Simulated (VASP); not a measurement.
# Si4IrPt (P6/mmm) in VASP: a series of runs

The runs below take Si4IrPt through single point, relaxation of cell and atoms, with PBE.

Everything below comes from runs of VASP 6.6.1. Logs are shortened: lines on timing, memory, paths and dates and some standing lists are left out, and cuts for length are marked.

### 1 The cell of the first run

It takes space group P6/mmm (No. 191, hexagonal). Conventional cell: a = 3.475 Å, b = 3.475 Å, c = 7.224 Å, α = 90.00°, β = 90.00°, γ = 120.00°. Si (site symmetry 3m) has 3 Si at 2.01 Å and 3 Ir at 2.67 Å within 2.7 Å. Within 3.5 Å of Ir (site symmetry 6/mmm) lie 12 Si at 2.67 Å and 6 Ir at 3.47 Å. Pt (site symmetry 6/mmm) has 12 Si at 2.73 Å and 6 Pt at 3.47 Å within 3.6 Å.

### 2 Single point, PBE

Input file INCAR:

```
PREC = Accurate ; ENCUT = 520
EDIFF = 1E-6 ; ISMEAR = 0
SIGMA = 0.1 ; LREAL = False
LASPH = True ; NELM = 60
ALGO = Normal ; ISIF = 2
LWAVE = False ; LCHARG = False
GGA = PE ; NBANDS = 26
```

Input file KPOINTS:

```
Automatic mesh
0
Gamma
  6 6 4
```

Input file POSCAR:

```
Si4IrPt
1.0
    3.4748523600      0.0000000000      0.0000000000
   -1.7374261800      3.0093104200      0.0000000000
    0.0000000000      0.0000000000      7.2235250600
Si Ir Pt
4 1 1
Direct
    0.3333333300      0.6666666700      0.7432699200
    0.3333333300      0.6666666700      0.2567300800
    0.6666666700      0.3333333300      0.7432699200
    0.6666666700      0.3333333300      0.2567300800
    0.0000000000      0.0000000000      0.5000000000
    0.0000000000      0.0000000000      0.0000000000
```

Potentials or basis: VASP PAW PBE potentials, release 64 (Si, Ir, Pt).

Command:

```sh
$ cat potpaw_PBE.64/Si/POTCAR potpaw_PBE.64/Ir/POTCAR potpaw_PBE.64/Pt/POTCAR > POTCAR
$ mpirun -np 1 vasp_std > vasp.out
```

OUTCAR:

```text
PREC = Accurate
   ENCUT = 520
   EDIFF = 1E-6
   ISMEAR = 0
   LREAL = False
   LASPH = True
   NELM = 60
   ISIF = 2
   GGA = PE

 ion  position               nearest neighbor table
   1  0.333  0.667  0.743-   3 2.01   3 2.01   3 2.01   5 2.67   5 2.67   5 2.67   6 2.73   6 2.73
                             6 2.73
   2  0.333  0.667  0.257-   4 2.01   4 2.01   4 2.01   5 2.67   5 2.67   5 2.67   6 2.73   6 2.73
                             6 2.73
   3  0.667  0.333  0.743-   1 2.01   1 2.01   1 2.01   5 2.67   5 2.67   5 2.67   6 2.73   6 2.73
                             6 2.73
   4  0.667  0.333  0.257-   2 2.01   2 2.01   2 2.01   5 2.67   5 2.67   5 2.67   6 2.73   6 2.73
                             6 2.73
   5  0.000  0.000  0.500-   1 2.67   2 2.67   3 2.67   4 2.67   3 2.67   4 2.67   1 2.67   2 2.67
                             3 2.67   4 2.67   1 2.67   2 2.67
   6  0.000  0.000  0.000-   1 2.73   2 2.73   3 2.73   4 2.73   3 2.73   4 2.73   1 2.73   2 2.73
                             3 2.73   4 2.73   1 2.73   2 2.73

  LATTYP: Found a hexagonal cell.
 ALAT       =     3.4748523600
 C/A-ratio  =     2.0788005681

  Lattice vectors:

 A1 = (   3.4748523600,   0.0000000000,   0.0000000000)
 A2 = (  -1.7374261800,   3.0093104200,   0.0000000000)
 A3 = (   0.0000000000,   0.0000000000,   7.2235250600)

Analysis of symmetry for initial positions (statically):
=====================================================================
 Subroutine PRICEL returns:
 Original cell was already a primitive cell.

 Routine SETGRP: Setting up the symmetry group for a
 hexagonal supercell.

 Subroutine GETGRP returns: Found 24 space group operations
 (whereof 24 operations were pure point group operations)
 out of a pool of 24 trial point group operations.

The static configuration has the point symmetry D_6h.

Analysis of symmetry for dynamics (positions and initial velocities):
=====================================================================
 Subroutine PRICEL returns:
 Original cell was already a primitive cell.

 Routine SETGRP: Setting up the symmetry group for a
 hexagonal supercell.

 Subroutine GETGRP returns: Found 24 space group operations
 (whereof 24 operations were pure point group operations)
 out of a pool of 24 trial point group operations.

The dynamic configuration has the point symmetry D_6h.

 Subroutine INISYM returns: Found 24 space group operations
 (whereof 24 operations are pure point group operations),
 and found     1 'primitive' translations

----------------------------------------------------------------------------------------

                                     Primitive cell

  volume of cell :      75.5357

  direct lattice vectors                    reciprocal lattice vectors
     3.474852360  0.000000000  0.000000000     0.287782011  0.166151021  0.000000000
    -1.737426180  3.009310420  0.000000000     0.000000000  0.332302043  0.000000000
     0.000000000  0.000000000  7.223525060     0.000000000  0.000000000  0.138436565

  length of vectors
     3.474852360  3.474852362  7.223525060     0.332302043  0.332302043  0.138436565

  position of ions in fractional coordinates (direct lattice)
     0.333333330  0.666666670  0.743269920
     0.333333330  0.666666670  0.256730080
     0.666666670  0.333333330  0.743269920
     0.666666670  0.333333330  0.256730080
     0.000000000  0.000000000  0.500000000
     0.000000000  0.000000000  0.000000000

  ion indices of the primitive-cell ions
   primitive index   ion index
                 1           1
                 2           2
                 3           3
                 4           4
                 5           5
                 6           6

----------------------------------------------------------------------------------------

 KPOINTS: Automatic mesh

Automatic generation of k-mesh.
 Grid dimensions read from file:
 generate k-points for:    6    6    4

 Generating k-lattice:

  Cartesian coordinates                     Fractional coordinates (reciprocal lattice)
     0.047963668  0.027691837  0.000000000     0.166666667  0.000000000  0.000000000
     0.000000000  0.055383674  0.000000000     0.000000000  0.166666667  0.000000000
     0.000000000  0.000000000  0.034609141     0.000000000  0.000000000  0.250000000

  Length of vectors
     0.055383674  0.055383674  0.034609141

  Shift w.r.t. Gamma in fractional coordinates (k-lattice)
     0.000000000  0.000000000  0.000000000

 Subroutine IBZKPT returns following result:
 ===========================================

 Found     21 irreducible k-points:

 Following reciprocal coordinates:
            Coordinates               Weight
  0.000000  0.000000  0.000000      1.000000
  0.166667  0.000000  0.000000      6.000000
  0.333333  0.000000  0.000000      6.000000
  0.500000  0.000000  0.000000      3.000000
  0.166667  0.166667  0.000000      6.000000
  0.333333  0.166667  0.000000     12.000000
[... 13 lines left out ...]
  0.333333  0.166667  0.500000     12.000000
  0.333333  0.333333  0.500000      2.000000
   k-points           NKPTS =     21   k-points in BZ     NKDIM =     21   number of bands    NBANDS=     26
   number of dos      NEDOS =    301   number of ions     NIONS =      6
   total plane-waves  NPLWV =  42336
   dimension x,y,z NGX =    28 NGY =   28 NGZ =   54
   dimension x,y,z NGXF=    56 NGYF=   56 NGZF=  108
   ions per type =               4   1   1
   NGX,Y,Z   is equivalent  to a cutoff of  13.40, 13.40, 12.43 a.u.
   NGXF,Y,Z  is equivalent  to a cutoff of  26.79, 26.79, 24.86 a.u.
 SYSTEM =  unknown system
   PREC   = accura    normal or accurate (medium, high low for compatibility)
   ISTART =      0    job   : 0-new  1-cont  2-samecut
   ICHARG =      2    charge: 1-file 2-atom 10-const
   ISPIN  =      1    spin polarized calculation?
   LNONCOLLINEAR =      F non collinear calculations
   LSORBIT =      F    spin-orbit coupling
   LASPH  =      T    aspherical Exc in radial PAW
   ENCUT  =  520.0 eV  38.22 Ry    6.18 a.u.   6.46  6.46 13.43*2*pi/ulx,y,z
   NELM   =     60;   NELMIN=  2; NELMDL= -5     # of ELM steps
   EDIFF  = 0.1E-05   stopping-criterion for ELM
   LREAL  =      F    real-space projection
   EDIFFG = 0.1E-04   stopping-criterion for IOM
   NSW    =      0    number of steps for IOM
   IBRION =     -1    ionic relax: 0-MD 1-quasi-New 2-CG
   NFREE  =      0    steps in history (QN), initial steepest desc. (CG)
   ISIF   =      2    stress and relaxation
   ISYM   =      2    0-nonsym 1-usesym 2-fastsym
   POTIM  = 0.5000    time-step for ionic-motion
   TEBEG  =    0.0;   TEEND  =   0.0 temperature during run
   PSTRESS=    0.0 pullay stress
   NELECT =      35.0000    total number of electrons
   NUPDOWN=      -1.0000    fix difference up-down
   EMIN   =  10.00;   EMAX   =-10.00  energy-range for DOS
   EFERMI =   0.00;   METHOD = LEGACY
   ISMEAR =     0;   SIGMA  =   0.10  broadening in eV -4-tet -1-fermi 0-gaus
   EFERMI_NEDOS =   21; number of points for ismear=-14 and -15
   IALGO  =     38    algorithm
   IMIX   =      4    mixing-type and parameters
     AMIX     =   0.40;   BMIX     =  1.00
     AMIX_MAG =   1.60;   BMIX_MAG =  1.00
  volume/ion in A,a.u.               =      12.59        84.96
  Fermi-wavevector in a.u.,A,eV,Ry     =   1.266815  2.393934 21.834919  1.604821
  Thomas-Fermi vector in A             =   2.399996
   LORBIT       =      0    0 simple, 1 ext, 2 COOP (PROOUT), +10 PAW based schemes
   GGA     = PE    functional components
   LHFCALC =     F    Hartree Fock is set to
   AEXX    =    0.0000 exact exchange contribution
   IVDW    =     0    specifies the selected vdW correction
   LEPSILON=     F    determine dielectric tensor
   LRPA    =     F    only Hartree local field effects (RPA)
 non-spin polarized calculation
 Gauss-broadening in eV      SIGMA  =   0.10
  energy-cutoff  :      520.00
  volume of cell :       75.54
 maximum number of plane-waves:      2067
 NGX is ok and might be reduce to    28
   NGX = 13   NGY = 13   NGZ = 27

 number of electron      35.0000001 magnetization

 Free energy of the ion-electron system (eV)
  ---------------------------------------------------
  ext. energy  EPLUGINS =         0.00000000
  ---------------------------------------------------
  free energy    TOTEN  =       -29.30001580 eV

  energy without entropy =      -29.28233680  energy(sigma->0) =      -29.29117630

 E-fermi :  12.0839     XC(G=0): -12.5787

 val. band max:       12.0741397438   @ k =   0.5000   0.0000   0.2500
 cond. band min:      12.1160802145   @ k =   0.3333   0.3333   0.0000
 fundamental gap:      0.0419404707
 Fermi energy:        12.0839267411

 k-point     1 :       0.0000    0.0000    0.0000
  band No.  band energies     occupation
      1      -3.1523      2.00000
      2      -1.6312      2.00000
      3       2.6049      2.00000
      4       6.8407      2.00000
      5       7.0450      2.00000
      6       7.0450      2.00000
[... 18 lines left out ...]
     25      18.2037      0.00000
     26      18.2037      0.00000

 k-point     2 :       0.1667    0.0000    0.0000
  band No.  band energies     occupation
      1      -2.6868      2.00000
      2      -1.3092      2.00000
      3       3.1428      2.00000
      4       5.9035      2.00000
      5       6.4775      2.00000
      6       6.8960      2.00000
[... 18 lines left out ...]
     25      18.2765      0.00000
     26      18.5883      0.00000

 k-point     3 :       0.3333    0.0000    0.0000
  band No.  band energies     occupation
      1      -1.3337      2.00000
      2      -0.4036      2.00000
      3       3.4149      2.00000
      4       4.1971      2.00000
      5       4.5825      2.00000
      6       6.0009      2.00000
[... 485 lines left out ...]
 k-point    20 :       0.3333    0.1667    0.5000
  band No.  band energies     occupation
      1       0.1593      2.00000
      2       0.2375      2.00000
      3       2.5275      2.00000
      4       2.6312      2.00000
      5       4.9507      2.00000
      6       4.9672      2.00000
[... 18 lines left out ...]
     25      19.2592      0.00000
     26      19.3091      0.00000

 k-point    21 :       0.3333    0.3333    0.5000
  band No.  band energies     occupation
      1       1.6329      2.00000
      2       1.6329      2.00000
      3       1.6754      2.00000
      4       1.6754      2.00000
      5       3.6976      2.00000
      6       3.8069      2.00000
[... 18 lines left out ...]
     25      19.1404      0.00000
     26      19.1458      0.00000

------------------------ aborting loop because EDIFF is reached ----------------------------------------

  FORCE on cell =-STRESS in cart. coord.  units (eV):
  Direction    XX          YY          ZZ          XY          YZ          ZX
  --------------------------------------------------------------------------------------
  -------------------------------------------------------------------------------------
  Total       41.0756383     41.0756384      5.6412993      0.0000000     -0.0000000      0.0000000
  in kB      871.2491627    871.2491638    119.6567471      0.0000000     -0.0000000      0.0000000
  external PRESSURE =     620.7183579 kB  Pullay stress =       0.0000000 kB

 VOLUME and BASIS-vectors are now :
 -----------------------------------------------------------------------------
  energy-cutoff  :      520.00
  volume of cell :       75.54
      direct lattice vectors                 reciprocal lattice vectors
     3.474852360  0.000000000  0.000000000     0.287782011  0.166151021  0.000000000
    -1.737426180  3.009310420  0.000000000     0.000000000  0.332302043  0.000000000
     0.000000000  0.000000000  7.223525060     0.000000000  0.000000000  0.138436565

 POSITION                                       TOTAL-FORCE (eV/Angst)
 -----------------------------------------------------------------------------------
     -0.00000      2.00621      5.36903        -0.000000      0.000000     -0.105695
     -0.00000      2.00621      1.85450        -0.000000      0.000000      0.105695
      1.73743      1.00310      5.36903         0.000000     -0.000000     -0.105695
      1.73743      1.00310      1.85450         0.000000     -0.000000      0.105695
      0.00000      0.00000      3.61176        -0.000000      0.000000      0.000000
      0.00000      0.00000      0.00000        -0.000000      0.000000      0.000000
 -----------------------------------------------------------------------------------
    total drift:                               -0.000000     -0.000000     -0.000000

  FREE ENERGIE OF THE ION-ELECTRON SYSTEM (eV)
  ---------------------------------------------------
  free  energy   TOTEN  =       -29.3000157955 eV

  energy  without entropy=      -29.2823367993  energy(sigma->0) =      -29.29117630
```

Run time: 32 s. Hardware: 1 thread of Intel Xeon Platinum 8488C (Sapphire Rapids), shared host; peak memory 0.21 GiB.

What came out:

```
Free energy   : -29.3000 eV
Pressure      : 62.1 GPa
Largest force : 0.106 eV/Å
```

Forces in eV/Å, atoms in the order of the input:
```
Si   0.000  0.000 -0.106
Si   0.000  0.000  0.106
Si   0.000  0.000 -0.106
Si   0.000  0.000  0.106
Ir   0.000  0.000  0.000
Pt   0.000  0.000  0.000
```

Caveat: spin-orbit coupling is left out, which moves the levels of the heavy elements.

### 3 Single point, PBE

This run uses another cell than the first one, of 14.65 Å³/atom, 1.164 times its volume.

Input file INCAR:

```
ALGO = Normal
EDIFF = 1E-6
ENCUT = 520
GGA = PE
ISIF = 2
ISMEAR = 0
LASPH = T
LCHARG = F
LREAL = F
LWAVE = F
NBANDS = 26
NELM = 60
PREC = Accurate
SIGMA = 0.1
```

Input file KPOINTS:

```
k-points
0
Gamma
  6 6 4
```

Input file POSCAR:

```
Si4IrPt
1.0
    4.2760064676      0.0000000000      0.0000000000
   -2.1380032338      3.7031302277      0.0000000000
    0.0000000000      0.0000000000      5.5514432383
Si Ir Pt
4 1 1
Direct
    0.3333333333      0.6666666667      0.7381543819
    0.3333333333      0.6666666667      0.2618456181
    0.6666666667      0.3333333333      0.7381543819
    0.6666666667      0.3333333333      0.2618456181
    0.0000000000      0.0000000000      0.5000000000
    0.0000000000      0.0000000000      0.0000000000
```

Potentials or basis: VASP PAW PBE potentials, release 64 (Si, Ir, Pt).

Command:

```sh
$ cat potpaw_PBE.64/Si/POTCAR potpaw_PBE.64/Ir/POTCAR potpaw_PBE.64/Pt/POTCAR > POTCAR
$ mpirun -np 1 vasp_std > vasp.out
```

Wall time 35 s (1 thread of Intel Xeon Platinum 8488C (Sapphire Rapids), shared host); peak memory 0.22 GiB.

Results (log left out):

```yaml
Free_energy: -34.6265 eV
Pressure: -0.3 GPa
Largest_force: 0.017 eV/Å
```

Forces on the atoms (eV/Å):
```
Si   0.000  0.000  0.017
Si   0.000  0.000 -0.017
Si   0.000  0.000  0.017
Si   0.000  0.000 -0.017
Ir   0.000  0.000  0.000
Pt   0.000  0.000  0.000
```

Stress tensor (GPa, compression positive):
```
-0.24  0.00  0.00
 0.00 -0.24  0.00
 0.00  0.00 -0.34
```

Levels at points of the mesh, in eV from the Fermi level:
| k point | band 14 | band 15 | band 16 | band 17 | band 18 | band 19 | band 20 | band 21 | band 22 | band 23 |
| --- | --- | --- | --- | --- | --- | --- | --- | --- | --- | --- |
| (0.00, 0.00, 0.00) | -1.47 | -1.47 | -1.04 | -1.04 | 0.09 | 0.87 | 0.99 | 1.12 | 1.12 | 3.31 |
| (0.50, 0.00, 0.00) | -2.05 | -1.62 | -0.81 | 0.09 | 0.15 | 0.93 | 1.40 | 2.04 | 3.84 | 4.28 |
| (0.00, 0.00, 0.50) | -2.43 | -1.03 | -0.70 | 0.00 | 0.00 | 0.70 | 0.70 | 1.79 | 1.79 | 2.75 |
| (0.50, 0.00, 0.50) | -2.76 | -1.82 | -0.76 | -0.76 | -0.32 | 0.94 | 1.74 | 1.91 | 1.92 | 5.87 |

Caveat: spin-orbit coupling is left out, which moves the levels of the heavy elements.

[end of part 1 of 2]
